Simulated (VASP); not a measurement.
# TiTe2 (R-3m) in VASP: notebook

Runs on TiTe2. Level: PBE. Tasks: single point.

All numbers are computed with VASP 6.6.1; they aren't measurements. Logs are shortened: lines on timing, memory, paths and dates and some standing lists are left out, and cuts for length are marked.

## 1. The cell of the first run

It takes space group R-3m (No. 166, trigonal). The conventional cell has a = 6.155 Å, b = 6.155 Å, c = 15.256 Å, α = 90.00°, β = 90.00°, γ = 120.00°. Within 4.4 Å of Ti (site symmetry 3m) lie 12 Te at 3.32 to 3.83 Å and 3 Ti at 3.59 Å. Within 4.1 Å of Te (site symmetry -3m) lie 6 Te at 3.10 Å and 6 Ti at 3.56 Å. Within 4.1 Å of Te (site symmetry 2/m) lie 6 Te at 3.08 to 3.10 Å and 6 Ti at 3.32 to 3.83 Å.

## 2. Single point, PBE

INCAR reads:

```
  PREC = Accurate
  ENCUT = 520
  EDIFF = 1E-6
  ISMEAR = 0
  SIGMA = 0.1
  LREAL = F
  LASPH = T
  NELM = 80
  ALGO = Normal
  ISIF = 2
  LWAVE = F
  LCHARG = F
  GGA = PE
  NBANDS = 33
```

KPOINTS reads:

```
Automatic mesh
0
Gamma
  3 3 3
```

POSCAR reads:

```
TiTe2
1.0
    3.0777081500      1.7769156300      5.0854582900
   -3.0777081500      1.7769156300      5.0854582900
    0.0000000000     -3.5538312600      5.0854582900
Ti Te
2 4
Direct
    0.6494430800      0.6494430800      0.6494430800
    0.3505569200      0.3505569200      0.3505569200
    0.0000000000      0.0000000000      0.0000000000
    0.5000000000      0.0000000000      0.0000000000
    0.0000000000      0.0000000000      0.5000000000
    0.0000000000      0.5000000000      0.0000000000
```

Potentials or basis: VASP PAW PBE potentials, release 64 (Ti_sv, Te).

Run with:

```sh
> cat potpaw_PBE.64/Ti_sv/POTCAR potpaw_PBE.64/Te/POTCAR > POTCAR
> mpirun -np 1 vasp_std > vasp.out
```

OUTCAR:

```text
PREC = Accurate
   ENCUT = 520
   EDIFF = 1E-6
   ISMEAR = 0
   LREAL = F
   LASPH = T
   NELM = 80
   ISIF = 2
   GGA = PE

 ion  position               nearest neighbor table
   1  0.649  0.649  0.649-
   2  0.351  0.351  0.351-
   3  0.000  0.000  0.000-   4 3.10   6 3.10   6 3.10   4 3.10   5 3.10   5 3.10
   4  0.500  0.000  0.000-   6 3.08   6 3.08   5 3.08   5 3.08   3 3.10   3 3.10
   5  0.000  0.000  0.500-   4 3.08   6 3.08   6 3.08   4 3.08   3 3.10   3 3.10
   6  0.000  0.500  0.000-   4 3.08   4 3.08   5 3.08   5 3.08   3 3.10   3 3.10

  LATTYP: Found a trigonal (rhomboedric) cell.
 ALAT       =     6.2041601069
 COS(alpha) =     0.5078257689

  Lattice vectors:

 A1 = (   3.0777081500,   1.7769156300,   5.0854582900)
 A2 = (  -3.0777081500,   1.7769156300,   5.0854582900)
 A3 = (   0.0000000000,  -3.5538312600,   5.0854582900)

Analysis of symmetry for initial positions (statically):
=====================================================================
 Subroutine PRICEL returns:
 Original cell was already a primitive cell.

 Routine SETGRP: Setting up the symmetry group for a
 trigonal (rhombohedral) supercell.

 Subroutine GETGRP returns: Found 12 space group operations
 (whereof 12 operations were pure point group operations)
 out of a pool of 12 trial point group operations.

The static configuration has the point symmetry D_3d.

Analysis of symmetry for dynamics (positions and initial velocities):
=====================================================================
 Subroutine PRICEL returns:
 Original cell was already a primitive cell.

 Routine SETGRP: Setting up the symmetry group for a
 trigonal (rhombohedral) supercell.

 Subroutine GETGRP returns: Found 12 space group operations
 (whereof 12 operations were pure point group operations)
 out of a pool of 12 trial point group operations.

The dynamic configuration has the point symmetry D_3d.

 Subroutine INISYM returns: Found 12 space group operations
 (whereof 12 operations are pure point group operations),
 and found     1 'primitive' translations

----------------------------------------------------------------------------------------

                                     Primitive cell
[... 78 lines left out ...]
   ENCUT  =  520.0 eV  38.22 Ry    6.18 a.u.  11.54 11.54 11.54*2*pi/ulx,y,z
   NELM   =     80;   NELMIN=  2; NELMDL= -5     # of ELM steps
   EDIFF  = 0.1E-05   stopping-criterion for ELM
   LREAL  =      F    real-space projection
   EDIFFG = 0.1E-04   stopping-criterion for IOM
   NSW    =      0    number of steps for IOM
   IBRION =     -1    ionic relax: 0-MD 1-quasi-New 2-CG
   NFREE  =      0    steps in history (QN), initial steepest desc. (CG)
   ISIF   =      2    stress and relaxation
   ISYM   =      2    0-nonsym 1-usesym 2-fastsym
   POTIM  = 0.5000    time-step for ionic-motion
   TEBEG  =    0.0;   TEEND  =   0.0 temperature during run
   PSTRESS=    0.0 pullay stress
   NELECT =      48.0000    total number of electrons
   NUPDOWN=      -1.0000    fix difference up-down
   EMIN   =  10.00;   EMAX   =-10.00  energy-range for DOS
   EFERMI =   0.00;   METHOD = LEGACY
   ISMEAR =     0;   SIGMA  =   0.10  broadening in eV -4-tet -1-fermi 0-gaus
   EFERMI_NEDOS =   21; number of points for ismear=-14 and -15
   IALGO  =     38    algorithm
   IMIX   =      4    mixing-type and parameters
     AMIX     =   0.40;   BMIX     =  1.00
     AMIX_MAG =   1.60;   BMIX_MAG =  1.00
  volume/ion in A,a.u.               =      27.81       187.68
  Fermi-wavevector in a.u.,A,eV,Ry     =   1.080679  2.042187 15.889797  1.167867
  Thomas-Fermi vector in A             =   2.216676
   LORBIT       =      0    0 simple, 1 ext, 2 COOP (PROOUT), +10 PAW based schemes
   GGA     = PE    functional components
   LHFCALC =     F    Hartree Fock is set to
   AEXX    =    0.0000 exact exchange contribution
   IVDW    =     0    specifies the selected vdW correction
   LEPSILON=     F    determine dielectric tensor
   LRPA    =     F    only Hartree local field effects (RPA)
 non-spin polarized calculation
 Gauss-broadening in eV      SIGMA  =   0.10
  energy-cutoff  :      520.00
  volume of cell :      166.87
 maximum number of plane-waves:      4525
 NGX is ok and might be reduce to    48
   NGX = 23   NGY = 23   NGZ = 23

 number of electron      48.0000003 magnetization

 Free energy of the ion-electron system (eV)
  ---------------------------------------------------
  ext. energy  EPLUGINS =         0.00000000
  ---------------------------------------------------
  free energy    TOTEN  =       -22.93206189 eV

  energy without entropy =      -22.85104899  energy(sigma->0) =      -22.89155544

 E-fermi :   7.3233     XC(G=0):  -9.8292

 val. band max:        7.2784615246   @ k =   0.3333   0.3333   0.0000
 cond. band min:       7.3371555154   @ k =   0.3333   0.3333   0.0000
 fundamental gap:      0.0586939909
 Fermi energy:         7.3232522667

 k-point     1 :       0.0000    0.0000    0.0000
  band No.  band energies     occupation
      1     -50.5528      2.00000
      2     -50.5492      2.00000
      3     -26.8938      2.00000
      4     -26.8908      2.00000
      5     -26.7553      2.00000
      6     -26.7553      2.00000
[... 205 lines left out ...]
     32       8.3902      0.00000
     33       8.4847      0.00000

------------------------ aborting loop because EDIFF is reached ----------------------------------------

  FORCE on cell =-STRESS in cart. coord.  units (eV):
  Direction    XX          YY          ZZ          XY          YZ          ZX
  --------------------------------------------------------------------------------------
  -------------------------------------------------------------------------------------
  Total        0.6721357      0.6721357     -0.7832006      0.0000000      0.0000000      0.0000000
  in kB        6.4534502      6.4534502     -7.5198294      0.0000000      0.0000000      0.0000000
  external PRESSURE =       1.7956903 kB  Pullay stress =       0.0000000 kB

 VOLUME and BASIS-vectors are now :
 -----------------------------------------------------------------------------
  energy-cutoff  :      520.00
  volume of cell :      166.87
      direct lattice vectors                 reciprocal lattice vectors
     3.077708150  1.776915630  5.085458290     0.162458549  0.093795487  0.065546371
    -3.077708150  1.776915630  5.085458290    -0.162458549  0.093795487  0.065546371
     0.000000000 -3.553831260  5.085458290     0.000000000 -0.187590974  0.065546371

 POSITION                                       TOTAL-FORCE (eV/Angst)
 -----------------------------------------------------------------------------------
      0.00000      0.00000      9.90815         0.000000      0.000000      0.569992
      0.00000      0.00000      5.34823         0.000000     -0.000000     -0.569992
      0.00000      0.00000      0.00000         0.000000     -0.000000     -0.000000
      1.53885      0.88846      2.54273         0.000000      0.000000     -0.000000
      0.00000     -1.77692      2.54273        -0.000000      0.000000     -0.000000
     -1.53885      0.88846      2.54273        -0.000000     -0.000000     -0.000000
 -----------------------------------------------------------------------------------
    total drift:                                0.000000      0.000000     -0.000000

  FREE ENERGIE OF THE ION-ELECTRON SYSTEM (eV)
  ---------------------------------------------------
  free  energy   TOTEN  =       -22.9320618914 eV

  energy  without entropy=      -22.8510489892  energy(sigma->0) =      -22.89155544
```

OSZICAR:

```text
N       E                     dE             d eps       ncg     rms          rms(c)
DAV:   1     0.447894840191E+03    0.44789E+03   -0.20913E+04   396   0.137E+03
DAV:   2     0.312149097619E+02   -0.41668E+03   -0.40229E+03   423   0.378E+02
DAV:   3    -0.217125895969E+02   -0.52927E+02   -0.50705E+02   645   0.114E+02
[... 13 lines left out ...]
DAV:  17    -0.229320590655E+02   -0.77092E-05   -0.85456E-05   487   0.408E-02    0.564E-02
DAV:  18    -0.229320613590E+02   -0.22935E-05   -0.88203E-06   528   0.982E-03    0.213E-02
DAV:  19    -0.229320637086E+02   -0.23495E-05   -0.37704E-06   463   0.103E-02    0.353E-02
DAV:  20    -0.229320626371E+02    0.10714E-05   -0.14413E-06   358   0.824E-03    0.194E-02
DAV:  21    -0.229320618914E+02    0.74573E-06   -0.26170E-06   437   0.782E-03
   1 F= -.22932062E+02 E0= -.22891555E+02  d E =-.810129E-01
```

stdout:

```text
POSCAR found type information on POSCAR TiTe
 POSCAR found :  2 types and       6 ions
 scaLAPACK will be used
 LDA part: xc-table for (Slater+PW92), standard interpolation
 POSCAR, INCAR and KPOINTS ok, starting setup
 FFT: planning ... GRIDC
 FFT: planning ... GRID_SOFT
 FFT: planning ... GRID
 WAVECAR not read
 entering main loop
```

It took 45 s on 1 thread of AMD EPYC 9R45 (Zen 5), shared host; peak memory 0.28 GiB.

What came out:

```yaml
Free_energy: -22.9321 eV
Pressure: 0.2 GPa
Largest_force: 0.570 eV/Å
Band_gap_on_the_k_mesh: zero (band 24 reaches 7.80 eV, above the bottom of band 25 at 7.23 eV)
```

Forces in eV/Å, atoms in the order of the input:
```
Ti   0.000  0.000  0.570
Ti   0.000  0.000 -0.570
Te   0.000  0.000  0.000
Te   0.000  0.000  0.000
Te   0.000  0.000  0.000
Te   0.000  0.000  0.000
```

Stress tensor (GPa, compression positive):
```
 0.65  0.00  0.00
 0.00  0.65  0.00
 0.00  0.00 -0.75
```

Caveat: the k points lie up to 0.42 Å⁻¹ apart; spin-orbit coupling is left out, which moves the levels of the heavy elements.

## 3. Single point, PBE

This run uses another cell than the first one, of 41.20 Å³/atom, 1.481 times its volume.

INCAR reads:

```
PREC = Accurate
ENCUT = 520
EDIFF = 1E-6
ISMEAR = 0
SIGMA = 0.1
LREAL = False
LASPH = True
NELM = 100
ALGO = Normal
ISIF = 2
LWAVE = False
LCHARG = False
GGA = PE
NBANDS = 33
```

KPOINTS reads:

```
regular mesh
0
Gamma
  3 3 3
```

POSCAR reads:

```
TiTe2
1.0
    3.5837816750      2.0690973148      5.5557212405
   -3.5837816750      2.0690973148      5.5557212405
    0.0000000000     -4.1381946296      5.5557212405
Ti Te
2 4
Direct
    0.7430803377      0.7430803377      0.7430803377
    0.2569196623      0.2569196623      0.2569196623
    0.0000000000      0.0000000000      0.0000000000
    0.5000000000      0.0000000000      0.0000000000
    0.0000000000      0.0000000000      0.5000000000
    0.0000000000      0.5000000000      0.0000000000
```

Potentials or basis: VASP PAW PBE potentials, release 64 (Ti_sv, Te).

Run with:

```sh
> cat potpaw_PBE.64/Ti_sv/POTCAR potpaw_PBE.64/Te/POTCAR > POTCAR
> mpirun -np 1 vasp_std > vasp.out
```

Wall time 62 s (1 thread of AMD EPYC 9R45 (Zen 5), shared host); peak memory 0.36 GiB.

The run converged. Its results:

```yaml
Free_energy: -25.4219 eV
Pressure: 0.0 GPa
Largest_force: 0.007 eV/Å
Band_gap_on_the_k_mesh: zero (band 24 reaches 3.66 eV, above the bottom of band 25 at 3.52 eV)
```

Forces in eV/Å, atoms in the order of the input:
```
Ti   0.000  0.000  0.007
Ti   0.000  0.000 -0.007
Te   0.000  0.000  0.000
Te   0.000  0.000  0.000
Te   0.000  0.000  0.000
Te   0.000  0.000  0.000
```

Stress tensor (GPa, compression positive):
```
 0.06  0.00  0.00
 0.00  0.06  0.00
 0.00  0.00 -0.04
```

Levels at points of the mesh, in eV from the Fermi level:
```csv
k point,band 21,band 22,band 23,band 24,band 25,band 26,band 27,band 28
"(0.00, 0.00, 0.00)",-0.49,0.03,0.03,0.09,0.10,0.26,0.26,0.30
```

Caveat: the k points lie up to 0.36 Å⁻¹ apart; spin-orbit coupling is left out, which moves the levels of the heavy elements.

## 4. Single point, PBE, collinear spin, ferromagnetic start

This run uses another cell than the first one, of 41.20 Å³/atom, 1.481 times its volume.

INCAR reads:

```
  PREC = Accurate
  ENCUT = 520
  EDIFF = 1E-6
  ISMEAR = 0
  SIGMA = 0.1
  LREAL = False
  LASPH = True
  NELM = 150
  ALGO = Normal
  ISIF = 2
  LWAVE = False
  LCHARG = False
  ISPIN = 2
  MAGMOM = 1 1 0 0 0 0
  LORBIT = 11
  LMAXMIX = 4
  GGA = PE
  NBANDS = 37
```

KPOINTS is that of step 3.

POSCAR is that of step 3.

Run with:

```sh
> cat potpaw_PBE.64/Ti_sv/POTCAR potpaw_PBE.64/Te/POTCAR > POTCAR
> mpirun -np 1 vasp_std > vasp.out
```

It took 2.7 min on 1 thread of Intel Xeon Platinum 8488C (Sapphire Rapids), shared host; peak memory 0.55 GiB.

It converged, with:

| Quantity | Value |
| --- | --- |
| Free energy | -25.6816 eV |
| Pressure | 0.6 GPa |
| Largest force | 0.061 eV/Å |
| Net moment | 2.16 μB per cell |
| Site moments | Ti +1.02; Te -0.03, -0.12 μB |
| Valence electrons inside the program's atomic spheres | Ti 10.29; Te 3.26, 3.42 |

Forces on the atoms (eV/Å):
```
Ti   0.000  0.000 -0.061
Ti   0.000  0.000  0.061
Te   0.000  0.000  0.000
Te   0.000  0.000  0.000
Te   0.000  0.000  0.000
Te   0.000  0.000  0.000
```

Stress tensor (GPa, compression positive):
```
 1.02  0.00  0.00
 0.00  1.02  0.00
 0.00  0.00 -0.13
```

Levels at points of the mesh, in eV from the Fermi level:
Spin up:
```csv
k point,band 21,band 22,band 23,band 24,band 25,band 26,band 27,band 28,band 29,band 30
"(0.00, 0.00, 0.00)",-0.74,-0.27,-0.27,-0.25,-0.04,0.14,0.14,0.26,0.63,0.63
```
Spin down:
```
           k point  band 19  band 20  band 21  band 22  band 23  band 24  band 25  band 26  band 27  band 28
(0.00, 0.00, 0.00)    -1.35    -1.35    -0.03     0.08     0.59     0.59     0.69     0.75     0.75     0.93
```

Caveat: the k points lie up to 0.36 Å⁻¹ apart; spin-orbit coupling is left out, which moves the levels of the heavy elements.

## 5. The runs side by side

| spin | cell | gap on the mesh (eV) | pressure (GPa) | largest force (eV/Å) |
| --- | --- | --- | --- | --- |
| off | a = 6.204 Å, angles 59.5°, 6 atoms | none | 0.2 | 0.57 |
| off | a = 6.928 Å, angles 62.3°, 6 atoms | none | 0.0 | 0.01 |
| collinear, ferromagnetic start | a = 6.928 Å, angles 62.3°, 6 atoms | none | 0.6 | 0.06 |

Alike in all rows: task single point; level PBE; potentials or basis VASP PAW PBE potentials, release 64 (Ti_sv, Te); k mesh 3 × 3 × 3; cutoff (eV) 520; smearing gaussian 0.1 eV.

Caveats: all runs use coarse meshes; spin-orbit coupling is left out, which moves the levels of the heavy elements.

Total energies depend on the potentials used, so only differences within one code and one set of settings carry meaning.
